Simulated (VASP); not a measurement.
Crystal: Hf4Te.

```
Hf Te
1.0
     0.00000    5.32311    5.32311
     5.32311    0.00000    5.32311
     5.32311    5.32311    0.00000
Hf Te
8 2
Cartesian
  4.0043 4.0043 4.0043
  6.6419 6.6419 4.0043
  6.6419 4.0043 6.6419
  6.6659 6.6659 9.3034
  9.3034 9.3034 9.3034
  4.0043 6.6419 6.6419
  6.6659 9.3034 6.6659
  9.3034 6.6659 6.6659
  0.0000 0.0000 0.0000
  2.6616 2.6616 2.6616
```

The cell was built from a structure type or drawn by symmetry, and may not be a known phase.

```yaml
Program: VASP 6.6.1
Task: relaxation of cell and atoms
Functional: PBE
Potentials_or_basis: VASP PAW PBE potentials, release 64 (Hf_pv, Te)
Cutoff: 600 eV
k_mesh: 4 × 4 × 4
Occupations: gaussian, width 0.1 eV
Spin: no spin polarisation
```

At the start: pressure 11.8 GPa; volume 30.17 Å³/atom.

Problem. Where does the relaxation end?

Solution. Over 10 steps the energy falls by 1535.7 meV/atom and the volume is 28.06 Å³/atom (-7.0 %); space group Fd-3m (No. 227, to 0.1 Å) before and after.

Step by step:
| step | energy change (eV) | largest force (eV/Å) | pressure (GPa) | volume (Å³) |
| --- | --- | --- | --- | --- |
| 1 | 0.0000 | 9.2789 | 11.77 | 301.67 |
| 2 | -8.1278 | 0.9667 | -13.13 | 409.11 |
| 3 | -9.8190 | 2.0889 | -11.64 | 362.56 |
| 4 | -14.9387 | 1.6889 | 2.30 | 277.01 |
| 5 | -15.2520 | 0.4303 | -2.04 | 290.33 |
| 6 | -15.2531 | 0.5410 | -1.65 | 288.99 |
| 7 | -15.3539 | 0.1326 | -0.12 | 280.79 |
| 8 | -15.3552 | 0.0592 | -0.31 | 281.63 |
| 9 | -15.3560 | 0.0413 | 0.21 | 279.87 |
| 10 | -15.3567 | 0.0000 | 0.00 | 280.58 |

Final structure:
```yaml
crystal:
  lattice:
    - [0.00000, 5.19610, 5.19610]
    - [5.19610, 0.00000, 5.19610]
    - [5.19610, 5.19610, 0.00000]
  atoms:
    - { symbol: Hf, position: [0.39943, 0.39943, 0.39943] }
    - { symbol: Hf, position: [0.39943, 0.39943, 0.80172] }
    - { symbol: Hf, position: [0.39943, 0.80172, 0.39943] }
    - { symbol: Hf, position: [0.85057, 0.85057, 0.44828] }
    - { symbol: Hf, position: [0.85057, 0.85057, 0.85057] }
    - { symbol: Hf, position: [0.80172, 0.39943, 0.39943] }
    - { symbol: Hf, position: [0.85057, 0.44828, 0.85057] }
    - { symbol: Hf, position: [0.44828, 0.85057, 0.85057] }
    - { symbol: Te, position: [0.00000, 0.00000, 0.00000] }
    - { symbol: Te, position: [0.25000, 0.25000, 0.25000] }
```
